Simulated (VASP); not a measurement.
Set up this calculation in VASP 6.6.1, as the native input.

```
Task                               : single point
Functional                         : PBE-based screened hybrid
Potentials or basis                : VASP PAW PBE potentials, release 64 (Na_pv, Cl)
Cutoff                             : 520 eV
k mesh                             : 4 × 4 × 4
Occupations                        : gaussian, width 0.01 eV
Spin                               : no spin polarisation
Dipole correction                  : no
Grid for exact exchange (PRECFOCK) : Normal
Share of exact exchange            : 0.75
Further INCAR settings             : ALGO = Normal; EDIFF = 1e-06; NBANDS = 14
Screening parameter                : 0.5 1/Å
```

The system is NaCl.

```
Na Cl
1.0
     3.45955    0.00000    0.00000
     0.00000    3.45955    0.00000
     0.00000    0.00000    3.45955
Na Cl
1 1
Direct
  0.00000 0.00000 0.00000
  0.50000 0.50000 0.50000
```

One way to write it, as run:

POSCAR

```
NaCl
1.0
    3.4595458397      0.0000000000      0.0000000000
    0.0000000000      3.4595458397      0.0000000000
    0.0000000000      0.0000000000      3.4595458397
Na Cl
1 1
Direct
    0.0000000000      0.0000000000      0.0000000000
    0.5000000000      0.5000000000      0.5000000000
```

INCAR.step1

```
  PREC = Accurate
  ENCUT = 520
  EDIFF = 1E-5
  ISMEAR = 0
  SIGMA = 0.01
  LREAL = False
  LASPH = True
  NELM = 60
  ALGO = Normal
  ISIF = 2
  LWAVE = True
  GGA = PE
  NBANDS = 14
```

INCAR.step2

```
  PREC = Accurate
  ENCUT = 520
  EDIFF = 1E-6
  ISMEAR = 0
  SIGMA = 0.01
  LREAL = False
  LASPH = True
  NELM = 60
  ALGO = Normal
  ISIF = 2
  LWAVE = False
  LCHARG = True
  GGA = PE
  LHFCALC = True
  AEXX = 0.75
  HFSCREEN = 0.5
  PRECFOCK = Normal
  LELF = True
  LVHAR = True
  ISTART = 1
  NBANDS = 14
```

KPOINTS

```
regular mesh
0
Gamma
  4 4 4
```

Potentials or basis: VASP PAW PBE potentials, release 64 (Na_pv, Cl).

Launch:

```console
$ cat potpaw_PBE.64/Na_pv/POTCAR potpaw_PBE.64/Cl/POTCAR > POTCAR
$ cp INCAR.step1 INCAR
$ mpirun -np 1 vasp_std > vasp.out
$ cp INCAR.step2 INCAR
$ mpirun -np 1 vasp_std > vasp.out
```

Results of the run:

| Property | Result |
| --- | --- |
| Pressure | -0.1 GPa |
| Band gap on the k mesh | 6.27 eV, indirect (least direct gap 6.85 eV) |

Caveat: the k points lie up to 0.45 Å⁻¹ apart; the PAW data sets were made with another functional, which shifts forces and pressure a little.

Wall time 2.3 min on 1 thread of AMD EPYC 7R13 Processor (Zen 3), with other jobs on the host, peak memory 0.22 GiB.
